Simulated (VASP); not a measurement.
# Ag (P6_3/mmc) in VASP: relaxation of cell and atoms with LDA

Aim: the relaxation of cell and atoms of Ag with LDA.

Everything below comes from runs of VASP 6.6.1. Logs are shortened: lines on timing, memory, paths and dates and some standing lists are left out, and cuts for length are marked.

**1. The cell of the first run**

Symmetry: P6_3/mmc, No. 194, hexagonal system. The conventional cell has a = 2.829 Å, b = 2.829 Å, c = 4.630 Å, α = 90.00°, β = 90.00°, γ = 120.00°. Within 3.7 Å of Ag (site symmetry -6m2) lie 12 Ag at 2.83 Å.

**2. Relaxation of cell and atoms, LDA**

Contents of INCAR:

```
SYSTEM = Ag
ALGO     = Fast           ! electronic algorithm
EDIFF    = 1E-6           ! SCF threshold, eV
EDIFFG   = -0.001         ! ionic threshold
ENCUT    = 600            ! plane-wave cutoff, eV
GGA      = CA             ! functional
IBRION   = 2              ! ionic algorithm
ISIF     = 3              ! what is computed and relaxed
ISMEAR   = -1             ! smearing method
LASPH    = .TRUE.         ! aspherical terms in the spheres
LCHARG   = .FALSE.        ! write CHGCAR
LREAL    = .FALSE.        ! projectors in reciprocal space
LWAVE    = .FALSE.        ! write WAVECAR
NELM     = 100            ! most SCF steps
NSW      = 80             ! ionic steps
PREC     = Accurate       ! precision mode
SIGMA    = 0.15           ! smearing width, eV
```

Contents of KPOINTS:

```
k-points
0
G
  18 18 10
  0 0 0
```

Contents of POSCAR:

```
Ag
1.0
    2.8292200651      0.0000000000      0.0000000000
   -1.4146100326      2.4501764493      0.0000000000
    0.0000000000      0.0000000000      4.6302970604
Ag
2
Direct
    0.3333333333      0.6666666667      0.2500000000
    0.6666666667      0.3333333333      0.7500000000
```

Potentials or basis: VASP PAW LDA potentials, release 64 (Ag).

Command:

```bash
$ cat potpaw_LDA.64/Ag/POTCAR > POTCAR
$ mpirun -np 1 vasp_std > vasp.out
```

OUTCAR:

```text
SYSTEM = Ag
   EDIFF = 1E-6
   EDIFFG = -0.001
   ENCUT = 600
   GGA = CA
   IBRION = 2
   ISIF = 3
   ISMEAR = -1
   LASPH = .TRUE.
   LREAL = .FALSE.
   NELM = 100
   NSW = 80
   PREC = Accurate

 ion  position               nearest neighbor table
   1  0.333  0.667  0.250-   2 2.83   2 2.83   2 2.83   2 2.83   2 2.83   2 2.83
   2  0.667  0.333  0.750-   1 2.83   1 2.83   1 2.83   1 2.83   1 2.83   1 2.83

  LATTYP: Found a hexagonal cell.
 ALAT       =     2.8292200651
 C/A-ratio  =     1.6365984101

  Lattice vectors:

 A1 = (   2.8292200651,   0.0000000000,   0.0000000000)
 A2 = (  -1.4146100326,   2.4501764493,   0.0000000000)
 A3 = (   0.0000000000,   0.0000000000,   4.6302970604)

Analysis of symmetry for initial positions (statically):
=====================================================================
 Subroutine PRICEL returns:
 Original cell was already a primitive cell.

 Routine SETGRP: Setting up the symmetry group for a
 hexagonal supercell.

 Subroutine GETGRP returns: Found 24 space group operations
 (whereof 12 operations were pure point group operations)
 out of a pool of 24 trial point group operations.

The static configuration has the point symmetry D_3d.
 The point group associated with its full space group is D_6h.

Analysis of symmetry for dynamics (positions and initial velocities):
=====================================================================
 Subroutine PRICEL returns:
 Original cell was already a primitive cell.

 Routine SETGRP: Setting up the symmetry group for a
 hexagonal supercell.

 Subroutine GETGRP returns: Found 24 space group operations
 (whereof 12 operations were pure point group operations)
 out of a pool of 24 trial point group operations.

The dynamic configuration has the point symmetry D_3d.
 The point group associated with its full space group is D_6h.

 Subroutine INISYM returns: Found 24 space group operations
 (whereof 12 operations are pure point group operations),
 and found     1 'primitive' translations

----------------------------------------------------------------------------------------

                                     Primitive cell

  volume of cell :      32.0976

  direct lattice vectors                    reciprocal lattice vectors
     2.829220065  0.000000000  0.000000000     0.353454301  0.204066936  0.000000000
    -1.414610033  2.450176449  0.000000000     0.000000000  0.408133871  0.000000000
     0.000000000  0.000000000  4.630297060     0.000000000  0.000000000  0.215968865

  length of vectors
     2.829220065  2.829220065  4.630297060     0.408133871  0.408133871  0.215968865

  position of ions in fractional coordinates (direct lattice)
     0.333333333  0.666666667  0.250000000
     0.666666667  0.333333333  0.750000000

  ion indices of the primitive-cell ions
   primitive index   ion index
                 1           1
                 2           2

----------------------------------------------------------------------------------------

 KPOINTS: k-points

Automatic generation of k-mesh.
 Grid dimensions read from file:
 generate k-points for:   18   18   10

 Generating k-lattice:

  Cartesian coordinates                     Fractional coordinates (reciprocal lattice)
     0.019636350  0.011337052  0.000000000     0.055555556  0.000000000  0.000000000
     0.000000000  0.022674104  0.000000000     0.000000000  0.055555556  0.000000000
     0.000000000  0.000000000  0.021596886     0.000000000  0.000000000  0.100000000

  Length of vectors
     0.022674104  0.022674104  0.021596886

  Shift w.r.t. Gamma in fractional coordinates (k-lattice)
     0.000000000  0.000000000  0.000000000

 Subroutine IBZKPT returns following result:
 ===========================================

 Found    222 irreducible k-points:

 Following reciprocal coordinates:
            Coordinates               Weight
  0.000000  0.000000  0.000000      1.000000
  0.055556  0.000000  0.000000      6.000000
  0.111111  0.000000  0.000000      6.000000
  0.166667  0.000000  0.000000      6.000000
  0.222222 -0.000000  0.000000      6.000000
  0.277778 -0.000000  0.000000      6.000000
[... 16 lines left out ...]
  0.333333  0.111111  0.000000     12.000000
  0.388889  0.111111  0.000000     12.000000
 [... further k-points ...]
   k-points           NKPTS =    222   k-points in BZ     NKDIM =    222   number of bands    NBANDS=     15
   number of dos      NEDOS =    301   number of ions     NIONS =      2
   total plane-waves  NPLWV =  23040
   dimension x,y,z NGX =    24 NGY =   24 NGZ =   40
   dimension x,y,z NGXF=    48 NGYF=   48 NGZF=   80
   ions per type =               2
   NGX,Y,Z   is equivalent  to a cutoff of  14.10, 14.10, 14.36 a.u.
   NGXF,Y,Z  is equivalent  to a cutoff of  28.20, 28.20, 28.72 a.u.
 SYSTEM =  Ag
   PREC   = accura    normal or accurate (medium, high low for compatibility)
   ISTART =      0    job   : 0-new  1-cont  2-samecut
   ICHARG =      2    charge: 1-file 2-atom 10-const
   ISPIN  =      1    spin polarized calculation?
   LNONCOLLINEAR =      F non collinear calculations
   LSORBIT =      F    spin-orbit coupling
   LASPH  =      T    aspherical Exc in radial PAW
   ENCUT  =  600.0 eV  44.10 Ry    6.64 a.u.   5.65  5.65  9.25*2*pi/ulx,y,z
   NELM   =    100;   NELMIN=  2; NELMDL= -5     # of ELM steps
   EDIFF  = 0.1E-05   stopping-criterion for ELM
   LREAL  =      F    real-space projection
   EDIFFG = -.1E-02   stopping-criterion for IOM
   NSW    =     80    number of steps for IOM
   IBRION =      2    ionic relax: 0-MD 1-quasi-New 2-CG
   NFREE  =      1    steps in history (QN), initial steepest desc. (CG)
   ISIF   =      3    stress and relaxation
   ISYM   =      2    0-nonsym 1-usesym 2-fastsym
   POTIM  = 0.5000    time-step for ionic-motion
   TEBEG  =    0.0;   TEEND  =   0.0 temperature during run
   PSTRESS=    0.0 pullay stress
   NELECT =      22.0000    total number of electrons
   NUPDOWN=      -1.0000    fix difference up-down
   EMIN   =  10.00;   EMAX   =-10.00  energy-range for DOS
   EFERMI =   0.00;   METHOD = LEGACY
   ISMEAR =    -1;   SIGMA  =   0.15  broadening in eV -4-tet -1-fermi 0-gaus
   EFERMI_NEDOS =   21; number of points for ismear=-14 and -15
   IALGO  =     68    algorithm
   IMIX   =      4    mixing-type and parameters
     AMIX     =   0.40;   BMIX     =  1.00
     AMIX_MAG =   1.60;   BMIX_MAG =  1.00
  volume/ion in A,a.u.               =      16.05       108.30
  Fermi-wavevector in a.u.,A,eV,Ry     =   1.443416  2.727660 28.347041  2.083449
  Thomas-Fermi vector in A             =   2.561826
   LORBIT       =      0    0 simple, 1 ext, 2 COOP (PROOUT), +10 PAW based schemes
   GGA     = CA    functional components
   LHFCALC =     F    Hartree Fock is set to
   AEXX    =    0.0000 exact exchange contribution
   IVDW    =     0    specifies the selected vdW correction
   LEPSILON=     F    determine dielectric tensor
   LRPA    =     F    only Hartree local field effects (RPA)
 conjugate gradient relaxation of ions
 non-spin polarized calculation
 RMM-DIIS sequential band-by-band and
  energy-cutoff  :      600.00
  volume of cell :       32.10
 maximum number of plane-waves:      1099
 NGX is ok and might be reduce to    24
   NGX = 11   NGY = 11   NGZ = 19

--------------------------------------- Ionic step        1  -------------------------------------------

 number of electron      22.0000004 magnetization

 Free energy of the ion-electron system (eV)
  ---------------------------------------------------
  ext. energy  EPLUGINS =         0.00000000
  ---------------------------------------------------
  free energy    TOTEN  =        -7.57026734 eV

  energy without entropy =       -7.52856901  energy(sigma->0) =       -7.54941817

------------------------ aborting loop because EDIFF is reached ----------------------------------------

  FORCE on cell =-STRESS in cart. coord.  units (eV):
  Direction    XX          YY          ZZ          XY          YZ          ZX
  --------------------------------------------------------------------------------------
  -------------------------------------------------------------------------------------
  Total       -0.0158973     -0.0158973      0.0584644      0.0000000     -0.0000000     -0.0000000
  in kB       -0.7935246     -0.7935246      2.9182964      0.0000000     -0.0000000     -0.0000000
  external PRESSURE =       0.4437491 kB  Pullay stress =       0.0000000 kB
[... 89 lines left out ...]
  FREE ENERGIE OF THE ION-ELECTRON SYSTEM (eV)
  ---------------------------------------------------
  free  energy   TOTEN  =        -7.5703465760 eV

  energy  without entropy=       -7.5284479514  energy(sigma->0) =       -7.54939726

[... ionic steps 4 to 24 ...]

--------------------------------------- Ionic step       25  -------------------------------------------

 number of electron      22.0000006 magnetization

------------------------ aborting loop because EDIFF is reached ----------------------------------------
[... 67 lines left out ...]
--------------------------------------- Ionic step       27  -------------------------------------------

 number of electron      22.0000006 magnetization

 Free energy of the ion-electron system (eV)
  ---------------------------------------------------
  ext. energy  EPLUGINS =         0.00000000
  ---------------------------------------------------
  free energy    TOTEN  =        -7.57034869 eV

  energy without entropy =       -7.52846636  energy(sigma->0) =       -7.54940752

 E-fermi :   9.0174     XC(G=0): -12.9375

 val. band max:        9.0117408619   @ k =   0.3333   0.0556   0.4000
 cond. band min:       9.0267992811   @ k =   0.4444   0.0556   0.3000
 fundamental gap:      0.0150584193
 Fermi energy:         9.0174171205

 k-point     1 :       0.0000    0.0000    0.0000
  band No.  band energies     occupation
      1       0.7369      2.00000
      2       2.2168      2.00000
      3       3.9828      2.00000
      4       4.1108      2.00000
      5       4.1108      2.00000
      6       4.3761      2.00000
      7       4.3761      2.00000
      8       4.7978      2.00000
      9       4.7978      2.00000
     10       5.9197      2.00000
     11       5.9197      2.00000
     12       8.3755      1.97268
     13      12.8486      0.00000
     14      24.8797      0.00000
[... 401 lines left out ...]
      2       2.7567      2.00000
      3       2.8539      2.00000
      4       3.9874      2.00000
      5       4.3499      2.00000
      6       4.5709      2.00000
      7       4.6425      2.00000
      8       5.9036      2.00000
      9       6.0529      2.00000
     10       6.0896      2.00000
     11       8.6900      1.79742
     12      12.0244      0.00000
     13      15.9046      0.00000
     14      16.2669      0.00000
     15      18.3340      0.00000

 [... further k-points ...]

------------------------ aborting loop because EDIFF is reached ----------------------------------------

  FORCE on cell =-STRESS in cart. coord.  units (eV):
  Direction    XX          YY          ZZ          XY          YZ          ZX
  --------------------------------------------------------------------------------------
  -------------------------------------------------------------------------------------
  Total        0.0000511      0.0000511     -0.0019726     -0.0000000     -0.0000000      0.0000000
  in kB        0.0025502      0.0025502     -0.0983839     -0.0000000     -0.0000000      0.0000000
  external PRESSURE =      -0.0310945 kB  Pullay stress =       0.0000000 kB
[... 17 lines left out ...]
  FREE ENERGIE OF THE ION-ELECTRON SYSTEM (eV)
  ---------------------------------------------------
  free  energy   TOTEN  =        -7.5703486915 eV

  energy  without entropy=       -7.5284663567  energy(sigma->0) =       -7.54940752

 reached required accuracy - stopping structural energy minimisation
```

It took 17 min on 1 thread of Intel Xeon Platinum 8375C at 2.90GHz (Ice Lake), shared host; peak memory 0.25 GiB.

Results:

- Free energy: -7.5703 eV
- Relaxed volume: 16.06 Å³/atom
- Relaxed cell: a = 2.827 Å, b = 2.827 Å, c = 4.641 Å, α = 90.00°, β = 90.00°, γ = 120.00°
- Space group after relaxing (to 0.05 Å): P6_3/mmc (No. 194)
- Energy gained by relaxing: 0.0 meV/atom
- Ionic steps: 27
- Pressure after relaxing: 0.0 GPa
- Band gap on the k mesh: zero (band 11 reaches 13.27 eV, above the bottom of band 12 at 5.57 eV)

Final structure:
```
CELL_PARAMETERS angstrom
2.82724 0.00000 0.00000
-1.41362 2.44846 0.00000
0.00000 0.00000 4.64055
ATOMIC_POSITIONS crystal
Ag 0.33333 0.66667 0.25000
Ag 0.66667 0.33333 0.75000
```
